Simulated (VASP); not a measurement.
# Bi2Se3 (P-6m2) in VASP: relaxation of cell and atoms with PBE

Aim: the relaxation of cell and atoms of Bi2Se3 with PBE.

All numbers are computed with VASP 6.6.1; they aren't measurements. Logs are shortened: lines on timing, memory, paths and dates and some standing lists are left out, and cuts for length are marked.

### Step 1. The cell of the first run

It takes space group P-6m2 (No. 187, hexagonal). Conventional cell: a = 4.174 Å, b = 4.174 Å, c = 11.379 Å, α = 90.00°, β = 90.00°, γ = 120.00°. Bi (site symmetry 3m) has 6 Se at 2.87 to 3.13 Å within 3.8 Å. Se (site symmetry -6m2) has 6 Bi at 3.13 Å and 12 Se at 4.17 to 4.30 Å within 4.4 Å. Se (site symmetry 3m) has 3 Bi at 2.87 Å within 3.8 Å.

The cell was built from a structure type or drawn by symmetry, and may not be a known phase.

### Step 2. Relaxation of cell and atoms, PBE

Input file INCAR:

```
ALGO = Normal
EDIFF = 1E-7
EDIFFG = -0.01
ENCUT = 500
GGA = PE
GGA_COMPAT = F
IBRION = 2
ISIF = 3
ISMEAR = 0
LASPH = T
LCHARG = F
LREAL = F
LWAVE = F
NELM = 120
NELMIN = 4
NSW = 100
PREC = Accurate
SIGMA = 0.02
```

Input file KPOINTS:

```
k-points
0
Gamma
  12 12 4
```

Input file POSCAR:

```
Bi2Se3
1.0
    4.1735579994      0.0000000000      0.0000000000
   -2.0867789997      3.6144072517      0.0000000000
    0.0000000000      0.0000000000     11.3787767169
Bi Se
2 3
Direct
    0.0000000000      0.0000000000      0.1753619595
    0.0000000000      0.0000000000      0.8246380405
    0.3333333333      0.6666666667      0.0000000000
    0.6666666667      0.3333333333      0.3130870642
    0.6666666667      0.3333333333      0.6869129358
```

Potentials or basis: VASP PAW PBE potentials, release 64 (Bi_d, Se).

Command:

```bash
$ cat potpaw_PBE.64/Bi_d/POTCAR potpaw_PBE.64/Se/POTCAR > POTCAR
$ mpirun -np 1 vasp_std > vasp.out
```

OUTCAR:

```text
EDIFF = 1E-7
   EDIFFG = -0.01
   ENCUT = 500
   GGA = PE
   IBRION = 2
   ISIF = 3
   ISMEAR = 0
   LASPH = T
   LREAL = F
   NELM = 120
   NELMIN = 4
   NSW = 100
   PREC = Accurate

 ion  position               nearest neighbor table
   1  0.000  0.000  0.175-   4 2.87   4 2.87   4 2.87   3 3.13   3 3.13   3 3.13
   2  0.000  0.000  0.825-   5 2.87   5 2.87   5 2.87   3 3.13   3 3.13   3 3.13
   3  0.333  0.667  0.000-   1 3.13   2 3.13   1 3.13   2 3.13   1 3.13   2 3.13
   4  0.667  0.333  0.313-   1 2.87   1 2.87   1 2.87
   5  0.667  0.333  0.687-   2 2.87   2 2.87   2 2.87

  LATTYP: Found a hexagonal cell.
 ALAT       =     4.1735579994
 C/A-ratio  =     2.7263971696

  Lattice vectors:

 A1 = (   4.1735579994,   0.0000000000,   0.0000000000)
 A2 = (  -2.0867789997,   3.6144072517,   0.0000000000)
 A3 = (   0.0000000000,   0.0000000000,  11.3787767169)

Analysis of symmetry for initial positions (statically):
=====================================================================
 Subroutine PRICEL returns:
 Original cell was already a primitive cell.

 Routine SETGRP: Setting up the symmetry group for a
 hexagonal supercell.

 Subroutine GETGRP returns: Found 12 space group operations
 (whereof 12 operations were pure point group operations)
 out of a pool of 24 trial point group operations.

The static configuration has the point symmetry D_3h.

Analysis of symmetry for dynamics (positions and initial velocities):
=====================================================================
 Subroutine PRICEL returns:
 Original cell was already a primitive cell.

 Routine SETGRP: Setting up the symmetry group for a
 hexagonal supercell.

 Subroutine GETGRP returns: Found 12 space group operations
 (whereof 12 operations were pure point group operations)
 out of a pool of 24 trial point group operations.

The dynamic configuration has the point symmetry D_3h.

 Subroutine INISYM returns: Found 12 space group operations
 (whereof 12 operations are pure point group operations),
 and found     1 'primitive' translations

----------------------------------------------------------------------------------------

                                     Primitive cell

  volume of cell :     171.6481

  direct lattice vectors                    reciprocal lattice vectors
     4.173557999  0.000000000  0.000000000     0.239603715  0.138335269  0.000000000
    -2.086779000  3.614407252  0.000000000     0.000000000  0.276670538  0.000000000
     0.000000000  0.000000000 11.378776717     0.000000000  0.000000000  0.087882909

  length of vectors
     4.173557999  4.173557999 11.378776717     0.276670538  0.276670538  0.087882909

  position of ions in fractional coordinates (direct lattice)
     0.000000000  0.000000000  0.175361960
     0.000000000  0.000000000  0.824638040
     0.333333333  0.666666667  0.000000000
     0.666666667  0.333333333  0.313087064
     0.666666667  0.333333333  0.686912936

  ion indices of the primitive-cell ions
   primitive index   ion index
                 1           1
                 2           2
                 3           3
                 4           4
                 5           5

----------------------------------------------------------------------------------------

 KPOINTS: k-points

Automatic generation of k-mesh.
 Grid dimensions read from file:
 generate k-points for:   12   12    4

 Generating k-lattice:

  Cartesian coordinates                     Fractional coordinates (reciprocal lattice)
     0.019966976  0.011527939  0.000000000     0.083333333 -0.000000000  0.000000000
     0.000000000  0.023055878  0.000000000     0.000000000  0.083333333  0.000000000
     0.000000000  0.000000000  0.021970727     0.000000000  0.000000000  0.250000000

  Length of vectors
     0.023055878  0.023055878  0.021970727

  Shift w.r.t. Gamma in fractional coordinates (k-lattice)
     0.000000000  0.000000000  0.000000000

 Subroutine IBZKPT returns following result:
 ===========================================

 Found     57 irreducible k-points:

 Following reciprocal coordinates:
            Coordinates               Weight
  0.000000  0.000000  0.000000      1.000000
  0.083333  0.000000  0.000000      6.000000
  0.166667 -0.000000  0.000000      6.000000
  0.250000  0.000000  0.000000      6.000000
  0.333333  0.000000  0.000000      6.000000
  0.416667  0.000000  0.000000      6.000000
[... 16 lines left out ...]
  0.250000  0.000000  0.250000     12.000000
  0.333333  0.000000  0.250000     12.000000
 [... further k-points ...]
   k-points           NKPTS =     57   k-points in BZ     NKDIM =     57   number of bands    NBANDS=     28
   number of dos      NEDOS =    301   number of ions     NIONS =      5
   total plane-waves  NPLWV =  75600
   dimension x,y,z NGX =    30 NGY =   30 NGZ =   84
   dimension x,y,z NGXF=    60 NGYF=   60 NGZF=  168
   ions per type =               2   3
   NGX,Y,Z   is equivalent  to a cutoff of  11.95, 11.95, 12.27 a.u.
   NGXF,Y,Z  is equivalent  to a cutoff of  23.90, 23.90, 24.55 a.u.
 SYSTEM =  unknown system
   PREC   = accura    normal or accurate (medium, high low for compatibility)
   ISTART =      0    job   : 0-new  1-cont  2-samecut
   ICHARG =      2    charge: 1-file 2-atom 10-const
   ISPIN  =      1    spin polarized calculation?
   LNONCOLLINEAR =      F non collinear calculations
   LSORBIT =      F    spin-orbit coupling
   LASPH  =      T    aspherical Exc in radial PAW
   ENCUT  =  500.0 eV  36.75 Ry    6.06 a.u.   7.61  7.61 20.75*2*pi/ulx,y,z
   NELM   =    120;   NELMIN=  4; NELMDL= -5     # of ELM steps
   EDIFF  = 0.1E-06   stopping-criterion for ELM
   LREAL  =      F    real-space projection
   EDIFFG = -.1E-01   stopping-criterion for IOM
   NSW    =    100    number of steps for IOM
   IBRION =      2    ionic relax: 0-MD 1-quasi-New 2-CG
   NFREE  =      1    steps in history (QN), initial steepest desc. (CG)
   ISIF   =      3    stress and relaxation
   ISYM   =      2    0-nonsym 1-usesym 2-fastsym
   POTIM  = 0.5000    time-step for ionic-motion
   TEBEG  =    0.0;   TEEND  =   0.0 temperature during run
   PSTRESS=    0.0 pullay stress
   NELECT =      48.0000    total number of electrons
   NUPDOWN=      -1.0000    fix difference up-down
   EMIN   =  10.00;   EMAX   =-10.00  energy-range for DOS
   EFERMI =   0.00;   METHOD = LEGACY
   ISMEAR =     0;   SIGMA  =   0.02  broadening in eV -4-tet -1-fermi 0-gaus
   EFERMI_NEDOS =   21; number of points for ismear=-14 and -15
   IALGO  =     38    algorithm
   IMIX   =      4    mixing-type and parameters
     AMIX     =   0.40;   BMIX     =  1.00
     AMIX_MAG =   1.60;   BMIX_MAG =  1.00
  volume/ion in A,a.u.               =      34.33       231.67
  Fermi-wavevector in a.u.,A,eV,Ry     =   1.070555  2.023055 15.593466  1.146087
  Thomas-Fermi vector in A             =   2.206268
   LORBIT       =      0    0 simple, 1 ext, 2 COOP (PROOUT), +10 PAW based schemes
   GGA     = PE    functional components
   LHFCALC =     F    Hartree Fock is set to
   AEXX    =    0.0000 exact exchange contribution
   IVDW    =     0    specifies the selected vdW correction
   LEPSILON=     F    determine dielectric tensor
   LRPA    =     F    only Hartree local field effects (RPA)
 conjugate gradient relaxation of ions
 non-spin polarized calculation
 Gauss-broadening in eV      SIGMA  =   0.02
  energy-cutoff  :      500.00
  volume of cell :      171.65
 maximum number of plane-waves:      4398
   NGX = 15   NGY = 15   NGZ = 41

--------------------------------------- Ionic step        1  -------------------------------------------

 number of electron      47.9999997 magnetization

 Free energy of the ion-electron system (eV)
  ---------------------------------------------------
  ext. energy  EPLUGINS =         0.00000000
  ---------------------------------------------------
  free energy    TOTEN  =       -20.15935729 eV

  energy without entropy =      -20.15935729  energy(sigma->0) =      -20.15935729

------------------------ aborting loop because EDIFF is reached ----------------------------------------

  FORCE on cell =-STRESS in cart. coord.  units (eV):
  Direction    XX          YY          ZZ          XY          YZ          ZX
  --------------------------------------------------------------------------------------
  -------------------------------------------------------------------------------------
  Total        0.0480832      0.0480832      0.0066631      0.0000000      0.0000000      0.0000000
  in kB        0.4488125      0.4488125      0.0621938      0.0000000      0.0000000      0.0000000
  external PRESSURE =       0.3199396 kB  Pullay stress =       0.0000000 kB

 VOLUME and BASIS-vectors are now :
 -----------------------------------------------------------------------------
  energy-cutoff  :      500.00
  volume of cell :      171.65
      direct lattice vectors                 reciprocal lattice vectors
     4.173557999  0.000000000  0.000000000     0.239603715  0.138335269  0.000000000
    -2.086779000  3.614407252  0.000000000     0.000000000  0.276670538  0.000000000
     0.000000000  0.000000000 11.378776717     0.000000000  0.000000000  0.087882909

 POSITION                                       TOTAL-FORCE (eV/Angst)
 -----------------------------------------------------------------------------------
      0.00000      0.00000      1.99540        -0.000000      0.000000     -0.011292
      0.00000      0.00000      9.38337        -0.000000      0.000000      0.011292
     -0.00000      2.40960      0.00000        -0.000000     -0.000000      0.000000
      2.08678      1.20480      3.56255         0.000000     -0.000000      0.004658
      2.08678      1.20480      7.81623         0.000000     -0.000000     -0.004658
 -----------------------------------------------------------------------------------
    total drift:                               -0.000000      0.000000      0.000000

  FREE ENERGIE OF THE ION-ELECTRON SYSTEM (eV)
  ---------------------------------------------------
  free  energy   TOTEN  =       -20.1593572906 eV

  energy  without entropy=      -20.1593572906  energy(sigma->0) =      -20.15935729

--------------------------------------- Ionic step        2  -------------------------------------------

 number of electron      47.9999997 magnetization

 Free energy of the ion-electron system (eV)
  ---------------------------------------------------
  ext. energy  EPLUGINS =         0.00000000
  ---------------------------------------------------
  free energy    TOTEN  =       -20.15937612 eV

  energy without entropy =      -20.15937612  energy(sigma->0) =      -20.15937612

 E-fermi :   2.8691     XC(G=0):  -8.3728

 val. band max:        2.7353764197   @ k =   0.3333   0.3333   0.5000
 cond. band min:       3.2918811590   @ k =   0.0000   0.0000   0.0000
 fundamental gap:      0.5565047393
 Fermi energy:         2.8691058402

 k-point     1 :       0.0000    0.0000    0.0000
  band No.  band energies     occupation
      1     -20.0134      2.00000
      2     -20.0110      2.00000
      3     -20.0110      2.00000
      4     -20.0098      2.00000
      5     -20.0098      2.00000
      6     -19.9958      2.00000
[... 20 lines left out ...]
     27       5.0275      0.00000
     28       5.3272      0.00000

 k-point     2 :       0.0833    0.0000    0.0000
  band No.  band energies     occupation
      1     -20.0131      2.00000
      2     -20.0110      2.00000
      3     -20.0103      2.00000
      4     -20.0094      2.00000
      5     -20.0082      2.00000
      6     -19.9949      2.00000
[... 674 lines left out ...]
 k-point    24 :       0.3333    0.0000    0.2500
  band No.  band energies     occupation
      1     -20.0226      2.00000
      2     -20.0179      2.00000
      3     -20.0060      2.00000
      4     -19.9984      2.00000
      5     -19.9983      2.00000
      6     -19.9982      2.00000
[... 20 lines left out ...]
     27       5.4595      0.00000
     28       6.2129      0.00000

 [... further k-points ...]
[... 5 lines left out ...]
  --------------------------------------------------------------------------------------
  -------------------------------------------------------------------------------------
  Total       -0.0151839     -0.0151839     -0.0360563      0.0000000      0.0000000      0.0000000
  in kB       -0.1415873     -0.1415873     -0.3362186      0.0000000      0.0000000      0.0000000
  external PRESSURE =      -0.2064644 kB  Pullay stress =       0.0000000 kB

 VOLUME and BASIS-vectors are now :
 -----------------------------------------------------------------------------
  energy-cutoff  :      500.00
  volume of cell :      171.82
      direct lattice vectors                 reciprocal lattice vectors
     4.175494248  0.000000000  0.000000000     0.239492606  0.138271121 -0.000000000
    -2.087747124  3.616084092 -0.000000000     0.000000000  0.276542241 -0.000000000
     0.000000000  0.000000000 11.379508247    -0.000000000 -0.000000000  0.087877260

 POSITION                                       TOTAL-FORCE (eV/Angst)
 -----------------------------------------------------------------------------------
      4.17549      0.00000      1.99499        -0.000000      0.000000     -0.000415
      4.17549      0.00000      9.38452        -0.000000      0.000000      0.000415
     -0.00000      2.41072      0.00000        -0.000000      0.000000     -0.000000
      2.08775      1.20536      3.56300         0.000000     -0.000000     -0.007451
      2.08775      1.20536      7.81651         0.000000      0.000000      0.007451
 -----------------------------------------------------------------------------------
    total drift:                               -0.000000      0.000000     -0.000000

  FREE ENERGIE OF THE ION-ELECTRON SYSTEM (eV)
  ---------------------------------------------------
  free  energy   TOTEN  =       -20.1593761179 eV

  energy  without entropy=      -20.1593761179  energy(sigma->0) =      -20.15937612

 reached required accuracy - stopping structural energy minimisation
```

It took 4 min on 1 thread of Intel Xeon 6975P-C (Granite Rapids), shared host; peak memory 0.41 GiB.

Results:

```yaml
Free_energy: -20.1594 eV
Relaxed_volume: 34.36 Å³/atom
Relaxed_cell: a = 4.175 Å, b = 4.175 Å, c = 11.380 Å, α = 90.00°, β = 90.00°, γ = 120.00°
Space_group_after_relaxing_to_0.1_Å: P-6m2 (No. 187)
Energy_gained_by_relaxing: 0.0 meV/atom
Ionic_steps: 2
Pressure_after_relaxing: 0.0 GPa
Largest_force_after_relaxing: 0.007 eV/Å
Band_gap_on_the_k_mesh: 0.56 eV (least direct gap 0.85 eV)
```

Forces on the atoms (eV/Å):
```
Bi   0.000  0.000  0.000
Bi   0.000  0.000  0.000
Se   0.000  0.000  0.000
Se   0.000  0.000 -0.007
Se   0.000  0.000  0.007
```

Final structure:
```xyz
5
Lattice="4.1755 0.0000 0.0000 -2.0877 3.6161 0.0000 0.0000 0.0000 11.3795" Properties=species:S:1:pos:R:3 pbc="T T T"
Bi    4.1755    0.0000    1.9950
Bi    4.1755    0.0000    9.3845
Se    0.0000    2.4107    0.0000
Se    2.0877    1.2054    3.5630
Se    2.0877    1.2054    7.8165
```

Levels at points of the mesh, in eV from the valence-band top:
```
           k point  band 22  band 23  band 24  band 25  band 26  band 27
(0.00, 0.00, 0.00)    -0.73    -0.73    -0.30     0.56     2.29     2.29
(0.50, 0.00, 0.00)    -0.99    -0.90    -0.75     1.36     2.64     2.71
(0.00, 0.00, 0.50)    -0.72    -0.72    -0.69     0.64     2.27     2.27
(0.50, 0.00, 0.50)    -1.07    -0.91    -0.88     1.63     2.55     2.65
```

Caveat: spin-orbit coupling is left out, which moves the levels of the heavy elements; this functional lacks dispersion, which binds the layers, so the pressure and a relaxed spacing across them are unreliable.
